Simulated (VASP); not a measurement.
# In2GaP3 (P-3m1) in VASP: notebook

In2GaP3 is run at these levels: PBE; tasks: single point, relaxation of cell and atoms.

Everything below comes from runs of VASP 6.6.1. Logs are shortened: lines on timing, memory, paths and dates and some standing lists are left out, and cuts for length are marked.

**1. The cell of the first run**

It takes space group P-3m1 (No. 164, trigonal). The conventional cell has a = 3.807 Å, b = 3.807 Å, c = 9.491 Å, α = 90.00°, β = 90.00°, γ = 120.00°. In (site symmetry 3m) has 6 P at 2.75 to 2.76 Å within 3.6 Å. Within 3.5 Å of Ga (site symmetry -3m) lie 6 P at 2.62 Å. Within 3.6 Å of P (site symmetry 3m) lie 3 Ga at 2.62 Å and 3 In at 2.76 Å and 3 P at 3.59 Å. Within 3.6 Å of P (site symmetry -3m) lie 6 In at 2.75 Å.

**2. Single point, PBE**

Contents of INCAR:

```
PREC     = Accurate       # precision mode
ENCUT    = 520            # plane-wave cutoff, eV
EDIFF    = 1E-6           # SCF threshold, eV
ISMEAR   = 0              # smearing method
SIGMA    = 0.1            # smearing width, eV
LREAL    = F              # projectors in reciprocal space
LASPH    = T              # aspherical terms in the spheres
NELM     = 80             # most SCF steps
ALGO     = Normal         # electronic algorithm
ISIF     = 2              # what is computed and relaxed
LWAVE    = F              # write WAVECAR
LCHARG   = F              # write CHGCAR
GGA      = PE             # functional
NBANDS   = 36             # bands
```

Contents of KPOINTS:

```
regular mesh
0
Gamma
  6 6 2
```

Contents of POSCAR:

```
In2GaP3
1.0
    3.8070549575     -0.0000000028      0.0000000000
   -1.9035274763      3.2970063082      0.0000000000
    0.0000000000      0.0000000000      9.4909414716
In Ga P
2 1 3
Direct
    0.6666666667      0.3333333333      0.8257858679
    0.3333333333      0.6666666667      0.1742141321
    0.0000000000      0.0000000000      0.5000000000
    0.3333333333      0.6666666667      0.6494387725
    0.6666666667      0.3333333333      0.3505612275
    0.0000000000      0.0000000000      0.0000000000
```

Potentials or basis: VASP PAW PBE potentials, release 64 (In_d, Ga_d, P).

Launch:

```
> cat potpaw_PBE.64/In_d/POTCAR potpaw_PBE.64/Ga_d/POTCAR potpaw_PBE.64/P/POTCAR > POTCAR
> mpirun -np 1 vasp_std > vasp.out
```

OUTCAR:

```text
PREC = Accurate
   ENCUT = 520
   EDIFF = 1E-6
   ISMEAR = 0
   LREAL = F
   LASPH = T
   NELM = 80
   ISIF = 2
   GGA = PE

 ion  position               nearest neighbor table
   1  0.667  0.333  0.826-   6 2.75   6 2.75   6 2.75   4 2.76   4 2.76   4 2.76   2 3.97   2 3.97
                             2 3.97
   2  0.333  0.667  0.174-   6 2.75   6 2.75   6 2.75   5 2.76   5 2.76   5 2.76   1 3.97   1 3.97
                             1 3.97
   3  0.000  0.000  0.500-   4 2.62   5 2.62   4 2.62   5 2.62   5 2.62   4 2.62
   4  0.333  0.667  0.649-   3 2.62   3 2.62   3 2.62   1 2.76   1 2.76   1 2.76
   5  0.667  0.333  0.351-   3 2.62   3 2.62   3 2.62   2 2.76   2 2.76   2 2.76
   6  0.000  0.000  0.000-   1 2.75   2 2.75   2 2.75   1 2.75   1 2.75   2 2.75

  LATTYP: Found a hexagonal cell.
 ALAT       =     3.8070549575
 C/A-ratio  =     2.4929877760

  Lattice vectors:

 A1 = (   3.8070549575,  -0.0000000028,   0.0000000000)
 A2 = (  -1.9035274763,   3.2970063082,   0.0000000000)
 A3 = (   0.0000000000,   0.0000000000,   9.4909414716)

Analysis of symmetry for initial positions (statically):
=====================================================================
 Subroutine PRICEL returns:
 Original cell was already a primitive cell.

 Routine SETGRP: Setting up the symmetry group for a
 hexagonal supercell.

 Subroutine GETGRP returns: Found 12 space group operations
 (whereof 12 operations were pure point group operations)
 out of a pool of 24 trial point group operations.

The static configuration has the point symmetry D_3d.

Analysis of symmetry for dynamics (positions and initial velocities):
=====================================================================
 Subroutine PRICEL returns:
 Original cell was already a primitive cell.

 Routine SETGRP: Setting up the symmetry group for a
 hexagonal supercell.

 Subroutine GETGRP returns: Found 12 space group operations
 (whereof 12 operations were pure point group operations)
 out of a pool of 24 trial point group operations.

The dynamic configuration has the point symmetry D_3d.

 Subroutine INISYM returns: Found 12 space group operations
 (whereof 12 operations are pure point group operations),
 and found     1 'primitive' translations

----------------------------------------------------------------------------------------

                                     Primitive cell

  volume of cell :     119.1292

  direct lattice vectors                    reciprocal lattice vectors
     3.807054958 -0.000000003  0.000000000     0.262670230  0.151652728  0.000000000
    -1.903527476  3.297006308  0.000000000     0.000000000  0.303305456  0.000000000
     0.000000000  0.000000000  9.490941472     0.000000000  0.000000000  0.105363625

  length of vectors
     3.807054958  3.807054957  9.490941472     0.303305456  0.303305456  0.105363625

  position of ions in fractional coordinates (direct lattice)
     0.666666667  0.333333333  0.825785868
     0.333333333  0.666666667  0.174214132
     0.000000000  0.000000000  0.500000000
     0.333333333  0.666666667  0.649438772
     0.666666667  0.333333333  0.350561228
     0.000000000  0.000000000  0.000000000

  ion indices of the primitive-cell ions
   primitive index   ion index
                 1           1
                 2           2
                 3           3
                 4           4
                 5           5
                 6           6

----------------------------------------------------------------------------------------

 KPOINTS: regular mesh

Automatic generation of k-mesh.
 Grid dimensions read from file:
 generate k-points for:    6    6    2

 Generating k-lattice:

  Cartesian coordinates                     Fractional coordinates (reciprocal lattice)
     0.043778372  0.025275455  0.000000000     0.166666667  0.000000000  0.000000000
     0.000000000  0.050550909  0.000000000    -0.000000000  0.166666667  0.000000000
     0.000000000  0.000000000  0.052681813     0.000000000  0.000000000  0.500000000

  Length of vectors
     0.050550909  0.050550909  0.052681813

  Shift w.r.t. Gamma in fractional coordinates (k-lattice)
     0.000000000  0.000000000  0.000000000

 Subroutine IBZKPT returns following result:
 ===========================================

 Found     14 irreducible k-points:

 Following reciprocal coordinates:
            Coordinates               Weight
  0.000000  0.000000  0.000000      1.000000
  0.166667 -0.000000  0.000000      6.000000
  0.333333  0.000000  0.000000      6.000000
  0.500000 -0.000000  0.000000      3.000000
  0.166667  0.166667  0.000000      6.000000
  0.333333  0.166667  0.000000     12.000000
  0.333333  0.333333  0.000000      2.000000
  0.000000  0.000000  0.500000      1.000000
  0.166667 -0.000000  0.500000      6.000000
  0.333333  0.000000  0.500000      6.000000
  0.500000 -0.000000  0.500000      3.000000
  0.166667  0.166667  0.500000      6.000000
  0.333333  0.166667  0.500000     12.000000
  0.333333  0.333333  0.500000      2.000000
   k-points           NKPTS =     14   k-points in BZ     NKDIM =     14   number of bands    NBANDS=     36
   number of dos      NEDOS =    301   number of ions     NIONS =      6
   total plane-waves  NPLWV =  56448
   dimension x,y,z NGX =    28 NGY =   28 NGZ =   72
   dimension x,y,z NGXF=    56 NGYF=   56 NGZF=  144
   ions per type =               2   1   3
   NGX,Y,Z   is equivalent  to a cutoff of  12.23, 12.23, 12.61 a.u.
   NGXF,Y,Z  is equivalent  to a cutoff of  24.45, 24.45, 25.22 a.u.
 SYSTEM =  unknown system
   PREC   = accura    normal or accurate (medium, high low for compatibility)
   ISTART =      0    job   : 0-new  1-cont  2-samecut
   ICHARG =      2    charge: 1-file 2-atom 10-const
   ISPIN  =      1    spin polarized calculation?
   LNONCOLLINEAR =      F non collinear calculations
   LSORBIT =      F    spin-orbit coupling
   LASPH  =      T    aspherical Exc in radial PAW
   ENCUT  =  520.0 eV  38.22 Ry    6.18 a.u.   7.08  7.08 17.65*2*pi/ulx,y,z
   NELM   =     80;   NELMIN=  2; NELMDL= -5     # of ELM steps
   EDIFF  = 0.1E-05   stopping-criterion for ELM
   LREAL  =      F    real-space projection
   EDIFFG = 0.1E-04   stopping-criterion for IOM
   NSW    =      0    number of steps for IOM
   IBRION =     -1    ionic relax: 0-MD 1-quasi-New 2-CG
   NFREE  =      0    steps in history (QN), initial steepest desc. (CG)
   ISIF   =      2    stress and relaxation
   ISYM   =      2    0-nonsym 1-usesym 2-fastsym
   POTIM  = 0.5000    time-step for ionic-motion
   TEBEG  =    0.0;   TEEND  =   0.0 temperature during run
   PSTRESS=    0.0 pullay stress
   NELECT =      54.0000    total number of electrons
   NUPDOWN=      -1.0000    fix difference up-down
   EMIN   =  10.00;   EMAX   =-10.00  energy-range for DOS
   EFERMI =   0.00;   METHOD = LEGACY
   ISMEAR =     0;   SIGMA  =   0.10  broadening in eV -4-tet -1-fermi 0-gaus
   EFERMI_NEDOS =   21; number of points for ismear=-14 and -15
   IALGO  =     38    algorithm
   IMIX   =      4    mixing-type and parameters
     AMIX     =   0.40;   BMIX     =  1.00
     AMIX_MAG =   1.60;   BMIX_MAG =  1.00
  volume/ion in A,a.u.               =      19.85       133.99
  Fermi-wavevector in a.u.,A,eV,Ry     =   1.257573  2.376469 21.517490  1.581491
  Thomas-Fermi vector in A             =   2.391226
   LORBIT       =      0    0 simple, 1 ext, 2 COOP (PROOUT), +10 PAW based schemes
   GGA     = PE    functional components
   LHFCALC =     F    Hartree Fock is set to
   AEXX    =    0.0000 exact exchange contribution
   IVDW    =     0    specifies the selected vdW correction
   LEPSILON=     F    determine dielectric tensor
   LRPA    =     F    only Hartree local field effects (RPA)
 non-spin polarized calculation
 Gauss-broadening in eV      SIGMA  =   0.10
  energy-cutoff  :      520.00
  volume of cell :      119.13
 maximum number of plane-waves:      3237
   NGX = 15   NGY = 15   NGZ = 35

 number of electron      53.9999993 magnetization

 Free energy of the ion-electron system (eV)
  ---------------------------------------------------
  ext. energy  EPLUGINS =         0.00000000
  ---------------------------------------------------
  free energy    TOTEN  =       -24.14081506 eV

  energy without entropy =      -24.13665035  energy(sigma->0) =      -24.13873270

 E-fermi :   6.9176     XC(G=0): -10.5741

 val. band max:        6.7997305978   @ k =   0.0000   0.0000   0.0000
 cond. band min:       6.9778880825   @ k =   0.0000   0.0000   0.0000
 fundamental gap:      0.1781574847
 Fermi energy:         6.9176434433

 k-point     1 :       0.0000    0.0000    0.0000
  band No.  band energies     occupation
      1      -7.6771      2.00000
      2      -7.6771      2.00000
      3      -7.6500      2.00000
      4      -7.6217      2.00000
      5      -7.6217      2.00000
      6      -7.3956      2.00000
[... 28 lines left out ...]
     35      11.8638      0.00000
     36      12.4899      0.00000

 k-point     2 :       0.1667   -0.0000    0.0000
  band No.  band energies     occupation
      1      -7.7002      2.00000
      2      -7.6731      2.00000
      3      -7.6432      2.00000
      4      -7.6254      2.00000
      5      -7.6173      2.00000
      6      -7.4524      2.00000
[... 28 lines left out ...]
     35      12.9094      0.00000
     36      13.0066      0.00000

 k-point     3 :       0.3333    0.0000    0.0000
  band No.  band energies     occupation
      1      -7.7546      2.00000
      2      -7.6698      2.00000
      3      -7.6424      2.00000
      4      -7.6221      2.00000
      5      -7.6035      2.00000
      6      -7.5545      2.00000
[... 28 lines left out ...]
     35      12.4500      0.00000
     36      13.0144      0.00000

 k-point     4 :       0.5000   -0.0000    0.0000
  band No.  band energies     occupation
      1      -7.7873      2.00000
      2      -7.6699      2.00000
      3      -7.6474      2.00000
      4      -7.6199      2.00000
      5      -7.5947      2.00000
      6      -7.5882      2.00000
[... 28 lines left out ...]
     35      11.8517      0.00000
     36      14.1133      0.00000

 k-point     5 :       0.1667    0.1667    0.0000
  band No.  band energies     occupation
      1      -7.7285      2.00000
      2      -7.6807      2.00000
      3      -7.6351      2.00000
      4      -7.6292      2.00000
      5      -7.6084      2.00000
      6      -7.5188      2.00000
[... 265 lines left out ...]
 k-point    12 :       0.1667    0.1667    0.5000
  band No.  band energies     occupation
      1      -7.7287      2.00000
      2      -7.6796      2.00000
      3      -7.6349      2.00000
      4      -7.6298      2.00000
      5      -7.6082      2.00000
      6      -7.5154      2.00000
[... 28 lines left out ...]
     35      13.1527      0.00000
     36      13.2277      0.00000

 k-point    13 :       0.3333    0.1667    0.5000
  band No.  band energies     occupation
      1      -7.7562      2.00000
      2      -7.6917      2.00000
      3      -7.6362      2.00000
      4      -7.6207      2.00000
      5      -7.6028      2.00000
      6      -7.5798      2.00000
[... 28 lines left out ...]
     35      12.6316      0.00000
     36      12.8522      0.00000

 k-point    14 :       0.3333    0.3333    0.5000
  band No.  band energies     occupation
      1      -7.7300      2.00000
      2      -7.7300      2.00000
      3      -7.6218      2.00000
      4      -7.6168      2.00000
      5      -7.6168      2.00000
      6      -7.5520      2.00000
[... 28 lines left out ...]
     35      13.9321      0.00000
     36      13.9535      0.00000

------------------------ aborting loop because EDIFF is reached ----------------------------------------

  FORCE on cell =-STRESS in cart. coord.  units (eV):
  Direction    XX          YY          ZZ          XY          YZ          ZX
  --------------------------------------------------------------------------------------
  -------------------------------------------------------------------------------------
  Total       -0.1110537     -0.1110537      0.0014945     -0.0000000      0.0000000     -0.0000000
  in kB       -1.4935700     -1.4935700      0.0200995     -0.0000000      0.0000000     -0.0000000
  external PRESSURE =      -0.9890135 kB  Pullay stress =       0.0000000 kB

 VOLUME and BASIS-vectors are now :
 -----------------------------------------------------------------------------
  energy-cutoff  :      520.00
  volume of cell :      119.13
      direct lattice vectors                 reciprocal lattice vectors
     3.807054958 -0.000000003  0.000000000     0.262670230  0.151652728  0.000000000
    -1.903527476  3.297006308  0.000000000     0.000000000  0.303305456  0.000000000
     0.000000000  0.000000000  9.490941472     0.000000000  0.000000000  0.105363625

 POSITION                                       TOTAL-FORCE (eV/Angst)
 -----------------------------------------------------------------------------------
      1.90353      1.09900      7.83749        -0.000000      0.000000      0.019466
      0.00000      2.19800      1.65346         0.000000      0.000000     -0.019466
      0.00000      0.00000      4.74547        -0.000000     -0.000000      0.000000
      0.00000      2.19800      6.16379         0.000000     -0.000000     -0.018731
      1.90353      1.09900      3.32716        -0.000000      0.000000      0.018731
      0.00000      0.00000      0.00000        -0.000000     -0.000000      0.000000
 -----------------------------------------------------------------------------------
    total drift:                                0.000000      0.000000      0.000000

  FREE ENERGIE OF THE ION-ELECTRON SYSTEM (eV)
  ---------------------------------------------------
  free  energy   TOTEN  =       -24.1408150621 eV

  energy  without entropy=      -24.1366503462  energy(sigma->0) =      -24.13873270
```

Run time: 93 s. Hardware: 1 thread of Intel Xeon 8259CL, shared host; peak memory 0.25 GiB.

What came out:

| Property | Result |
| --- | --- |
| Free energy | -24.1408 eV |
| Pressure | -0.1 GPa |
| Largest force | 0.019 eV/Å |
| Band gap on the k mesh | zero (bands 27 and 28 overlap by 1.03 eV) |

Forces in eV/Å, atoms in the order of the input:
```
In   0.000  0.000  0.019
In   0.000  0.000 -0.019
Ga   0.000  0.000  0.000
P    0.000  0.000 -0.019
P    0.000  0.000  0.019
P    0.000  0.000  0.000
```

Caveat: spin-orbit coupling is left out, which moves the levels of the heavy elements.

**3. Single point, PBE**

This run uses another cell than the first one, of 21.61 Å³/atom.

INCAR is that of step 2.

KPOINTS is that of step 2.

Contents of POSCAR:

```
In2GaP3
1.0
    3.9391722500      0.0000000000      0.0000000000
   -1.9695861200      3.4114232400      0.0000000000
    0.0000000000      0.0000000000      9.6489620200
In Ga P
2 1 3
Direct
    0.6666666700      0.3333333300      0.8333333300
    0.3333333300      0.6666666700      0.1666666700
    0.0000000000      0.0000000000      0.5000000000
    0.3333333300      0.6666666700      0.6666666700
    0.6666666700      0.3333333300      0.3333333300
    0.0000000000      0.0000000000      0.0000000000
```

Potentials or basis: VASP PAW PBE potentials, release 64 (In_d, Ga_d, P).

Launch:

```
> cat potpaw_PBE.64/In_d/POTCAR potpaw_PBE.64/Ga_d/POTCAR potpaw_PBE.64/P/POTCAR > POTCAR
> mpirun -np 1 vasp_std > vasp.out
```

Run time: 1.8 min. Hardware: 1 thread of Intel Xeon 8259CL, shared host; peak memory 0.27 GiB.

It converged, with:

```yaml
Free_energy: -23.8347 eV
Pressure: -4.7 GPa
Largest_force: 0.565 eV/Å
Band_gap_on_the_k_mesh: zero (bands 27 and 28 overlap by 1.06 eV)
```

Forces in eV/Å, atoms in the order of the input:
```
In   0.000  0.000 -0.192
In   0.000  0.000  0.192
Ga   0.000  0.000  0.000
P    0.000  0.000 -0.565
P    0.000  0.000  0.565
P    0.000  0.000  0.000
```

Stress tensor (GPa, compression positive):
```
-5.13  0.00  0.00
 0.00 -5.13  0.00
 0.00  0.00 -3.91
```

Levels at points of the mesh, in eV from the Fermi level:
| k point | band 25 | band 26 | band 27 | band 28 | band 29 | band 30 |
| --- | --- | --- | --- | --- | --- | --- |
| (0.00, 0.00, 0.00) | -0.03 | 0.00 | 0.02 | 0.02 | 2.54 | 2.74 |
| (0.50, 0.00, 0.00) | -1.56 | -1.48 | -0.79 | -0.75 | 1.20 | 1.51 |
| (0.00, 0.00, 0.50) | -0.09 | 0.11 | 0.11 | 1.76 | 2.17 | 2.57 |
| (0.50, 0.00, 0.50) | -1.71 | -0.76 | -0.39 | 0.10 | 0.13 | 2.56 |

Caveat: the cell stands under tension; spin-orbit coupling is left out, which moves the levels of the heavy elements.

[end of part 1 of 2]

The gap in the log of VASP goes by the Fermi energy; the results here count the filled bands.